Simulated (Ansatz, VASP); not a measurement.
Al4O in VASP and in Ansatz

```
CELL_PARAMETERS angstrom
5.65191 0.00000 0.00000
-2.82596 4.89470 0.00000
0.00000 0.00000 3.41158
ATOMIC_POSITIONS crystal
Al 0.50000 0.00000 0.50000
Al 0.00000 0.50000 0.50000
Al 0.50000 0.50000 0.50000
Al 0.00000 0.00000 0.50000
O 0.00000 0.00000 0.00000
```

Alike in both runs: functional PBE; k mesh 6 × 6 × 6; occupations gaussian, width 0.1 eV; no spin polarisation.

Ansatz relaxed the structure, and its values are those at the end. VASP's run is a single point on that final structure, the one shown.

|  | VASP | Ansatz |
| --- | --- | --- |
| version | VASP 6.6.1 | Ansatz 0.2.0 |
| potentials or method | VASP PAW PBE potentials, release 64 (Al, O), cutoff 520 eV | scalar-relativistic, plane waves, PAW |
| valence electrons in the cell | 18 | 18 |

|  | VASP | Ansatz | Ansatz less VASP |
| --- | --- | --- | --- |
| gap on the k mesh at the Fermi level (eV) | none | none | - |
| pressure (GPa) | 0.0 | 0.0 | -0.02 |

A gap of «none» marks a metal or a gap that the smearing closes. The functional is the same, so the differences come from potentials, cutoffs and numerics.
